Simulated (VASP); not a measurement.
Here is a VASP 6.6.1 calculation.

File INCAR:

```
SYSTEM = GaN
PREC = Accurate
ENCUT = 520
EDIFF = 1E-7
ISMEAR = 0
SIGMA = 0.05
LREAL = .False.
LASPH = .True.
NELM = 100
ALGO = Normal
ISIF = 2
LWAVE = .False.
LCHARG = .False.
GGA = PS
NBANDS = 26
```

KPOINTS

```
regular mesh
0
Gamma
  12 12 6
  0 0 0
```

File POSCAR:

```
GaN
1.0
    3.2303171645      0.0000000000      0.0000000000
   -1.6151585822      2.7975367267      0.0000000000
    0.0000000000      0.0000000000      5.0298632971
Ga N
2 2
Direct
    0.3333333333      0.6666666667      0.9991941071
    0.6666666667      0.3333333333      0.4991941071
    0.3333333333      0.6666666667      0.3758058929
    0.6666666667      0.3333333333      0.8758058929
```

Potentials or basis: VASP PAW PBE potentials, release 64 (Ga_d, N).

Command:

```console
$ cat potpaw_PBE.64/Ga_d/POTCAR potpaw_PBE.64/N/POTCAR > POTCAR
$ mpirun -np 1 vasp_std > vasp.out
```

Question: What does it give for the pressure?

Answer: 0.5 GPa.

Question: Estimate the band gap on the k mesh.

Answer: 1.90 eV, direct.

Question: Predict the largest force.

Answer: 0.550 eV/Å.

Forces in eV/Å, atoms in the order of the input:
```
Ga   0.000  0.000 -0.550
Ga   0.000  0.000 -0.550
N    0.000  0.000  0.550
N    0.000  0.000  0.550
```

Caveat: the cell differs from its parent crystal (strain +0.015 along x and y, -0.030 along z); the PAW data sets were made with another functional, which shifts forces and pressure a little.
